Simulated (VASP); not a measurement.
Si4Hg:

```
Si Hg
1.0
     4.57330    0.00000    0.00000
     0.00000    4.57330    0.00000
     0.00000    0.00000    4.60808
Si Hg
4 1
Direct
  0.00000 0.50000 0.50000
  0.50000 0.00000 0.50000
  0.50000 0.50000 0.77837
  0.50000 0.50000 0.22163
  0.00000 0.00000 0.00000
```

The cell was built from a structure type or drawn by symmetry, and may not be a known phase.

```yaml
Program: VASP 6.6.1
Task: relaxation of cell and atoms
Functional: PBE
Potentials_or_basis: VASP PAW PBE potentials, release 64 (Si, Hg)
Cutoff: 500 eV
k_mesh: 4 × 4 × 4
Occupations: gaussian, width 0.1 eV
Spin: no spin polarisation
```

At the start: pressure 2.3 GPa; volume 19.28 Å³/atom.

**Question.** Where does the relaxation end?

**Answer.** Over 26 steps the energy falls by 341.5 meV/atom and the volume is 17.88 Å³/atom (-7.2 %); space group P4/mmm (No. 123, to 0.1 Å) before and after.

The path:
```csv
step,energy change (eV),largest force (eV/Å),pressure (GPa),volume (Å³)
1,0.0000,4.8066,2.33,96.38
2,-0.3946,1.9700,1.38,99.92
3,-0.6836,0.3067,-0.33,98.28
4,-0.6839,0.2570,-0.34,98.25
5,-0.6840,0.2069,-0.34,98.21
6,-0.7034,0.2492,-0.39,97.68
7,-0.7747,0.6693,-0.66,96.04
8,-1.0292,1.0981,0.59,92.49
9,-1.6152,0.0574,3.98,84.45
10,-1.6057,0.0445,4.55,83.67
11,-1.6131,0.0206,4.19,84.14
12,-1.6222,0.0595,3.84,84.29
13,-1.6258,0.2178,3.77,84.48
14,-1.6376,0.2141,3.29,84.99
15,-1.6641,0.2076,1.97,86.53
16,-1.6791,0.1742,-0.51,89.67
17,-1.6801,0.1827,-0.01,89.03
18,-1.6835,0.1481,-0.07,89.14
19,-1.6916,0.0588,-0.22,89.45
20,-1.7027,0.0890,-0.46,90.07
21,-1.7028,0.1507,-0.63,90.34
22,-1.7032,0.1235,-0.55,90.21
23,-1.7064,0.0987,-0.14,89.63
24,-1.7066,0.0891,-0.01,89.45
25,-1.7072,0.0442,-0.03,89.44
26,-1.7074,0.0046,-0.05,89.42
```

Final structure:
```
Si Hg
1.0
     3.86979    0.00000    0.00000
     0.00000    3.86979    0.00000
     0.00000    0.00000    5.97138
Si Hg
4 1
Direct
  0.00000 0.50000 0.50000
  0.50000 0.00000 0.50000
  0.50000 0.50000 0.78644
  0.50000 0.50000 0.21356
  0.00000 0.00000 0.00000
```

Caveat: a cell axis changed by over 15 % at a fixed basis, so the end point is rough.
